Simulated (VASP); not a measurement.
# RbAsPd3 (Pm-3m) in VASP: further runs

RbAsPd3 is run at these levels: PBE; tasks: single point, relaxation of cell and atoms.

Program: VASP 6.6.1. These are calculated values, not measurements. Logs are shortened: lines on timing, memory, paths and dates and some standing lists are left out, and cuts for length are marked.

## 1. The cell of the first run

Symmetry: Pm-3m, No. 221, cubic system. The conventional cell has a = 4.559 Å, b = 4.559 Å, c = 4.559 Å, α = 90.00°, β = 90.00°, γ = 90.00°. Rb (site symmetry m-3m) has 12 Pd at 3.22 Å and 8 As at 3.95 Å within 4.2 Å. As (site symmetry m-3m) has 6 Pd at 2.28 Å within 3.0 Å. Pd (site symmetry 4/mmm) has 2 As at 2.28 Å within 3.0 Å.

The cell was built from a structure type or drawn by symmetry, and may not be a known phase.

## 2. Single point, PBE

INCAR reads:

```
SYSTEM = RbAsPd3
PREC = Accurate
ENCUT = 520
EDIFF = 1E-6
ISMEAR = 0
SIGMA = 0.1
LREAL = .False.
LASPH = .True.
NELM = 100
ALGO = Fast
ISIF = 2
LWAVE = .False.
LCHARG = .True.
GGA = PE
LELF = .True.
LVHAR = .True.
NBANDS = 30
```

KPOINTS reads:

```
regular mesh
0
Gamma
  4 4 4
  0 0 0
```

POSCAR reads:

```
RbAsPd3
1.0
    4.5590564600      0.0000000000      0.0000000000
    0.0000000000      4.5590564600      0.0000000000
    0.0000000000      0.0000000000      4.5590564600
Rb As Pd
1 1 3
Direct
    0.0000000000      0.0000000000      0.0000000000
    0.5000000000      0.5000000000      0.5000000000
    0.0000000000      0.5000000000      0.5000000000
    0.5000000000      0.0000000000      0.5000000000
    0.5000000000      0.5000000000      0.0000000000
```

Potentials or basis: VASP PAW PBE potentials, release 64 (Rb_sv, As, Pd).

Command:

```console
cat potpaw_PBE.64/Rb_sv/POTCAR potpaw_PBE.64/As/POTCAR potpaw_PBE.64/Pd/POTCAR > POTCAR
mpirun -np 1 vasp_std > vasp.out
```

OUTCAR:

```text
SYSTEM = RbAsPd3
   PREC = Accurate
   ENCUT = 520
   EDIFF = 1E-6
   ISMEAR = 0
   LREAL = .False.
   LASPH = .True.
   NELM = 100
   ISIF = 2
   GGA = PE

 ion  position               nearest neighbor table
   1  0.000  0.000  0.000-   3 3.22   4 3.22   5 3.22   3 3.22   4 3.22   3 3.22   5 3.22   3 3.22
                             4 3.22   5 3.22   4 3.22   5 3.22   2 3.95   2 3.95   2 3.95   2 3.95
   2  0.500  0.500  0.500-   3 2.28   4 2.28   5 2.28   5 2.28   4 2.28   3 2.28   1 3.95   1 3.95
                             1 3.95   1 3.95   1 3.95   1 3.95   1 3.95   1 3.95
   3  0.000  0.500  0.500-   2 2.28   2 2.28   4 3.22   5 3.22   1 3.22   5 3.22   1 3.22   4 3.22
                             1 3.22   1 3.22   4 3.22   5 3.22   5 3.22   4 3.22
   4  0.500  0.000  0.500-   2 2.28   2 2.28   3 3.22   5 3.22   1 3.22   5 3.22   1 3.22   3 3.22
                             5 3.22   5 3.22   1 3.22   3 3.22   1 3.22   3 3.22
   5  0.500  0.500  0.000-   2 2.28   2 2.28   3 3.22   4 3.22   1 3.22   3 3.22   4 3.22   1 3.22
                             4 3.22   4 3.22   1 3.22   3 3.22   3 3.22   1 3.22

  LATTYP: Found a simple cubic cell.
 ALAT       =     4.5590564600

  Lattice vectors:

 A1 = (   4.5590564600,   0.0000000000,   0.0000000000)
 A2 = (   0.0000000000,   4.5590564600,   0.0000000000)
 A3 = (   0.0000000000,   0.0000000000,   4.5590564600)

Analysis of symmetry for initial positions (statically):
=====================================================================
 Subroutine PRICEL returns:
 Original cell was already a primitive cell.

 Routine SETGRP: Setting up the symmetry group for a
 simple cubic supercell.

 Subroutine GETGRP returns: Found 48 space group operations
 (whereof 48 operations were pure point group operations)
 out of a pool of 48 trial point group operations.

The static configuration has the point symmetry O_h .

Analysis of symmetry for dynamics (positions and initial velocities):
=====================================================================
 Subroutine PRICEL returns:
 Original cell was already a primitive cell.

 Routine SETGRP: Setting up the symmetry group for a
 simple cubic supercell.

 Subroutine GETGRP returns: Found 48 space group operations
 (whereof 48 operations were pure point group operations)
 out of a pool of 48 trial point group operations.

The dynamic configuration has the point symmetry O_h .

 Subroutine INISYM returns: Found 48 space group operations
 (whereof 48 operations are pure point group operations),
 and found     1 'primitive' translations

----------------------------------------------------------------------------------------

                                     Primitive cell

  volume of cell :      94.7600

  direct lattice vectors                    reciprocal lattice vectors
     4.559056460  0.000000000  0.000000000     0.219343631  0.000000000  0.000000000
     0.000000000  4.559056460  0.000000000     0.000000000  0.219343631  0.000000000
     0.000000000  0.000000000  4.559056460     0.000000000  0.000000000  0.219343631

  length of vectors
     4.559056460  4.559056460  4.559056460     0.219343631  0.219343631  0.219343631

  position of ions in fractional coordinates (direct lattice)
     0.000000000  0.000000000  0.000000000
     0.500000000  0.500000000  0.500000000
     0.000000000  0.500000000  0.500000000
     0.500000000  0.000000000  0.500000000
     0.500000000  0.500000000  0.000000000

  ion indices of the primitive-cell ions
   primitive index   ion index
                 1           1
                 2           2
                 3           3
                 4           4
                 5           5

----------------------------------------------------------------------------------------

 KPOINTS: regular mesh

Automatic generation of k-mesh.
 Grid dimensions read from file:
 generate k-points for:    4    4    4

 Generating k-lattice:

  Cartesian coordinates                     Fractional coordinates (reciprocal lattice)
     0.054835908  0.000000000  0.000000000     0.250000000  0.000000000  0.000000000
     0.000000000  0.054835908  0.000000000     0.000000000  0.250000000  0.000000000
     0.000000000  0.000000000  0.054835908     0.000000000  0.000000000  0.250000000

  Length of vectors
     0.054835908  0.054835908  0.054835908

  Shift w.r.t. Gamma in fractional coordinates (k-lattice)
     0.000000000  0.000000000  0.000000000

 Subroutine IBZKPT returns following result:
 ===========================================

 Found     10 irreducible k-points:

 Following reciprocal coordinates:
            Coordinates               Weight
  0.000000  0.000000  0.000000      1.000000
  0.250000  0.000000  0.000000      6.000000
  0.500000  0.000000  0.000000      3.000000
  0.250000  0.250000  0.000000     12.000000
  0.500000  0.250000  0.000000     12.000000
  0.500000  0.500000  0.000000      3.000000
  0.250000  0.250000  0.250000      8.000000
  0.500000  0.250000  0.250000     12.000000
  0.500000  0.500000  0.250000      6.000000
  0.500000  0.500000  0.500000      1.000000
   k-points           NKPTS =     10   k-points in BZ     NKDIM =     10   number of bands    NBANDS=     30
   number of dos      NEDOS =    301   number of ions     NIONS =      5
   total plane-waves  NPLWV =  46656
   dimension x,y,z NGX =    36 NGY =   36 NGZ =   36
   dimension x,y,z NGXF=    72 NGYF=   72 NGZF=   72
   ions per type =               1   1   3
   NGX,Y,Z   is equivalent  to a cutoff of  13.13, 13.13, 13.13 a.u.
   NGXF,Y,Z  is equivalent  to a cutoff of  26.25, 26.25, 26.25 a.u.
 SYSTEM =  RbAsPd3
   PREC   = accura    normal or accurate (medium, high low for compatibility)
   ISTART =      0    job   : 0-new  1-cont  2-samecut
   ICHARG =      2    charge: 1-file 2-atom 10-const
   ISPIN  =      1    spin polarized calculation?
   LNONCOLLINEAR =      F non collinear calculations
   LSORBIT =      F    spin-orbit coupling
   LASPH  =      T    aspherical Exc in radial PAW
   ENCUT  =  520.0 eV  38.22 Ry    6.18 a.u.   8.48  8.48  8.48*2*pi/ulx,y,z
   NELM   =    100;   NELMIN=  2; NELMDL= -5     # of ELM steps
   EDIFF  = 0.1E-05   stopping-criterion for ELM
   LREAL  =      F    real-space projection
   EDIFFG = 0.1E-04   stopping-criterion for IOM
   NSW    =      0    number of steps for IOM
   IBRION =     -1    ionic relax: 0-MD 1-quasi-New 2-CG
   NFREE  =      0    steps in history (QN), initial steepest desc. (CG)
   ISIF   =      2    stress and relaxation
   ISYM   =      2    0-nonsym 1-usesym 2-fastsym
   POTIM  = 0.5000    time-step for ionic-motion
   TEBEG  =    0.0;   TEEND  =   0.0 temperature during run
   PSTRESS=    0.0 pullay stress
   NELECT =      44.0000    total number of electrons
   NUPDOWN=      -1.0000    fix difference up-down
   EMIN   =  10.00;   EMAX   =-10.00  energy-range for DOS
   EFERMI =   0.00;   METHOD = LEGACY
   ISMEAR =     0;   SIGMA  =   0.10  broadening in eV -4-tet -1-fermi 0-gaus
   EFERMI_NEDOS =   21; number of points for ismear=-14 and -15
   IALGO  =     68    algorithm
   IMIX   =      4    mixing-type and parameters
     AMIX     =   0.40;   BMIX     =  1.00
     AMIX_MAG =   1.60;   BMIX_MAG =  1.00
  volume/ion in A,a.u.               =      18.95       127.89
  Fermi-wavevector in a.u.,A,eV,Ry     =   1.267703  2.395611 21.865517  1.607070
  Thomas-Fermi vector in A             =   2.400837
   LORBIT       =      0    0 simple, 1 ext, 2 COOP (PROOUT), +10 PAW based schemes
   GGA     = PE    functional components
   LHFCALC =     F    Hartree Fock is set to
   AEXX    =    0.0000 exact exchange contribution
   IVDW    =     0    specifies the selected vdW correction
   LEPSILON=     F    determine dielectric tensor
   LRPA    =     F    only Hartree local field effects (RPA)
 non-spin polarized calculation
 RMM-DIIS sequential band-by-band and
 Gauss-broadening in eV      SIGMA  =   0.10
  energy-cutoff  :      520.00
  volume of cell :       94.76
 maximum number of plane-waves:      2562
 NGX is ok and might be reduce to    36
   NGX = 17   NGY = 17   NGZ = 17

 number of electron      43.9999987 magnetization

 Free energy of the ion-electron system (eV)
  ---------------------------------------------------
  ext. energy  EPLUGINS =         0.00000000
  ---------------------------------------------------
  free energy    TOTEN  =       -20.43797971 eV

  energy without entropy =      -20.40424603  energy(sigma->0) =      -20.42111287

 E-fermi :   6.3961     XC(G=0): -11.1140

 val. band max:        6.3724630220   @ k =   0.2500   0.2500   0.0000
 cond. band min:       6.4422886057   @ k =   0.2500   0.2500   0.2500
 fundamental gap:      0.0698255837
 Fermi energy:         6.3961259634

 k-point     1 :       0.0000    0.0000    0.0000
  band No.  band energies     occupation
      1     -19.8056      2.00000
      2      -6.9494      2.00000
      3      -4.0640      2.00000
      4      -4.0640      2.00000
      5      -4.0640      2.00000
      6       2.1786      2.00000
[... 22 lines left out ...]
     29      14.2728      0.00000
     30      14.8809      0.00000

 k-point     2 :       0.2500    0.0000    0.0000
  band No.  band energies     occupation
      1     -19.8002      2.00000
      2      -6.7125      2.00000
      3      -4.1832      2.00000
      4      -4.0751      2.00000
      5      -4.0751      2.00000
      6       1.2931      2.00000
[... 22 lines left out ...]
     29      12.7389      0.00000
     30      13.7973      0.00000

 k-point     3 :       0.5000    0.0000    0.0000
  band No.  band energies     occupation
      1     -19.7948      2.00000
      2      -6.4459      2.00000
      3      -4.2636      2.00000
      4      -4.0861      2.00000
      5      -4.0861      2.00000
      6       0.0670      2.00000
[... 220 lines left out ...]
     29      14.6092      0.00000
     30      15.1287      0.00000

 k-point    10 :       0.5000    0.5000    0.5000
  band No.  band energies     occupation
      1     -19.7831      2.00000
      2      -4.9178      2.00000
      3      -4.2196      2.00000
      4      -4.2196      2.00000
      5      -4.2196      2.00000
      6      -0.6363      2.00000
[... 22 lines left out ...]
     29      15.0724      0.00000
     30      15.6152      0.00000

------------------------ aborting loop because EDIFF is reached ----------------------------------------

  FORCE on cell =-STRESS in cart. coord.  units (eV):
  Direction    XX          YY          ZZ          XY          YZ          ZX
  --------------------------------------------------------------------------------------
  -------------------------------------------------------------------------------------
  Total       12.5739187     12.5739187     12.5739187      0.0000000      0.0000000     -0.0000000
  in kB      212.5966023    212.5966023    212.5966023      0.0000000      0.0000000     -0.0000000
  external PRESSURE =     212.5966023 kB  Pullay stress =       0.0000000 kB

 VOLUME and BASIS-vectors are now :
 -----------------------------------------------------------------------------
  energy-cutoff  :      520.00
  volume of cell :       94.76
      direct lattice vectors                 reciprocal lattice vectors
     4.559056460  0.000000000  0.000000000     0.219343631  0.000000000  0.000000000
     0.000000000  4.559056460  0.000000000     0.000000000  0.219343631  0.000000000
     0.000000000  0.000000000  4.559056460     0.000000000  0.000000000  0.219343631

 POSITION                                       TOTAL-FORCE (eV/Angst)
 -----------------------------------------------------------------------------------
      0.00000      0.00000      0.00000         0.000000      0.000000      0.000000
      2.27953      2.27953      2.27953         0.000000      0.000000      0.000000
      0.00000      2.27953      2.27953         0.000000      0.000000      0.000000
      2.27953      0.00000      2.27953         0.000000      0.000000      0.000000
      2.27953      2.27953      0.00000         0.000000      0.000000      0.000000
 -----------------------------------------------------------------------------------
    total drift:                                0.000000      0.000000      0.000000

  FREE ENERGIE OF THE ION-ELECTRON SYSTEM (eV)
  ---------------------------------------------------
  free  energy   TOTEN  =       -20.4379797127 eV

  energy  without entropy=      -20.4042460262  energy(sigma->0) =      -20.42111287
```

It took 21 s on 1 thread of Intel Xeon 6975P-C (Granite Rapids), shared host; peak memory 0.21 GiB.

What came out:

| Quantity | Value |
| --- | --- |
| Free energy | -20.4380 eV |
| Pressure | 21.3 GPa |
| Band gap on the k mesh | zero (bands 22 and 23 overlap by 1.81 eV) |

Caveat: the cell stands under pressure.

[end of part 1 of 2]
